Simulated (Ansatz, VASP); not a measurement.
## Be in VASP and in Ansatz

Contents of INCAR:

```
SYSTEM = Be
ALGO = Fast
EDIFF = 1E-7
ENCUT = 520
GGA = PE
ISIF = 2
ISMEAR = 0
LASPH = .TRUE.
LCHARG = .FALSE.
LREAL = .FALSE.
LWAVE = .FALSE.
NBANDS = 9
NELM = 60
PREC = Accurate
SIGMA = 0.15
```

The input KPOINTS:

```
k-points
0
G
  24 24 14
  0 0 0
```

POSCAR

```
Be
1.0
    2.2995019849      0.0000000000      0.0000000000
   -1.1497509925      1.9914271350      0.0000000000
    0.0000000000      0.0000000000      3.6009000000
Be
2
Direct
    0.4086561997      0.8173123994      0.0833749896
    0.6666666667      0.3333333333      0.7500000000
```

Input for Ansatz:

```yaml
crystal:
  lattice:
    - [2.2995019849, 0.0, 0.0]
    - [-1.1497509925, 1.991427135, 0.0]
    - [0.0, 0.0, 3.6009]
  atoms:
    - { symbol: Be, position: [0.4086561997, 0.8173123994, 0.0833749896] }
    - { symbol: Be, position: [0.6666666667, 0.3333333333, 0.75] }
basis:
  ecutwfc: 420
kpoints:
  mp_grid: { grid: [24, 24, 14] }
hamiltonian:
  xc: pbe
scf:
  occupations: { method: gaussian, width: 0.15 }
output:
  forces: true
  stress: true
  eigenvalues: true
```

Alike in both runs: task single point; functional PBE; k mesh 24 × 24 × 14; occupations gaussian, width 0.15 eV; no spin polarisation.

|  | VASP | Ansatz |
| --- | --- | --- |
| version | VASP 6.6.1 | Ansatz 0.2.0 |
| potentials or method | VASP PAW PBE potentials, release 64 (Be), cutoff 520 eV | scalar-relativistic, plane waves, PAW |
| valence electrons in the cell | 4 | 4 |

```csv
,VASP,Ansatz,Ansatz less VASP
gap on the k mesh at the Fermi level (eV),none,none,-
rms of the force components (eV/Å),4.515,4.484,-0.0310
```

Atom by atom the forces differ by 0.031 eV/Å (rms over components). A gap of «none» marks a metal or a gap that the smearing closes.
